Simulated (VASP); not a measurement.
Wanted: the native input for a VASP 6.6.1 run.

```
Task                   : relaxation of cell and atoms
Functional             : PBE
Potentials or basis    : VASP PAW PBE potentials, release 64 (H, Se)
Cutoff                 : 600 eV
k mesh                 : 6 × 6 × 4
Occupations            : gaussian, width 0.02 eV
Spin                   : no spin polarisation
Dipole correction      : no
Further INCAR settings : ALGO = Normal; EDIFF = 1e-07; IBRION = 2; EDIFFG = -0.01; NSW = 100; ISIF = 3
```

The structure of H2Se lies in POSCAR:

```
H2Se
1.0
    3.4094038793     -3.5987380030      0.0000000000
    3.4094038793      3.5987380030      0.0000000000
    0.0000000000      0.0000000000      5.9052263488
H Se
4 2
Direct
    0.2418174529      0.4494431025      0.2500000000
    0.5505568975      0.7581825471      0.2500000000
    0.4494431025      0.2418174529      0.7500000000
    0.7581825471      0.5505568975      0.7500000000
    0.7480226554      0.2519773446      0.7500000000
    0.2519773446      0.7480226554      0.2500000000
```

These files were run (other wordings do the same):

INCAR

```
SYSTEM = H2Se
  ALGO = Normal
  EDIFF = 1E-7
  EDIFFG = -0.01
  ENCUT = 600
  GGA = PE
  IBRION = 2
  ISIF = 3
  ISMEAR = 0
  LASPH = .True.
  LCHARG = .False.
  LREAL = .False.
  LWAVE = .False.
  NELM = 100
  NSW = 100
  PREC = Accurate
  SIGMA = 0.02
```

KPOINTS

```
k-points
0
Gamma
  6 6 4
  0 0 0
```

Potentials or basis: VASP PAW PBE potentials, release 64 (H, Se).

Run with:

```bash
$ cat potpaw_PBE.64/H/POTCAR potpaw_PBE.64/Se/POTCAR > POTCAR
$ mpirun -np 1 vasp_std > vasp.out
```

Results of the run:

The relaxed volume is 25.79 Å³/atom and the relaxed cell is a = 5.184 Å, b = 5.184 Å, c = 5.843 Å, α = 90.00°, β = 90.00°, γ = 99.83°. The space group after relaxing (to 0.1 Å) is Cmcm (No. 63) and the energy gained by relaxing is 1.3 meV/atom. The ionic steps are 23, the pressure after relaxing is 0.0 GPa and the largest force after relaxing is 0.004 eV/Å. The band gap on the k mesh is 2.81 eV.

Caveat: this functional lacks dispersion, which holds the molecules together, so the pressure and a relaxed volume are unreliable; this functional lacks dispersion, which binds layers or chains, so the pressure and a relaxed spacing across them are unreliable.

Run time: 12 min on 1 thread of Intel(R) Xeon(R) Platinum 8259CL CPU @ 2.50GHz (Skylake/Cascade Lake), on a shared host, peak memory 0.31 GiB.
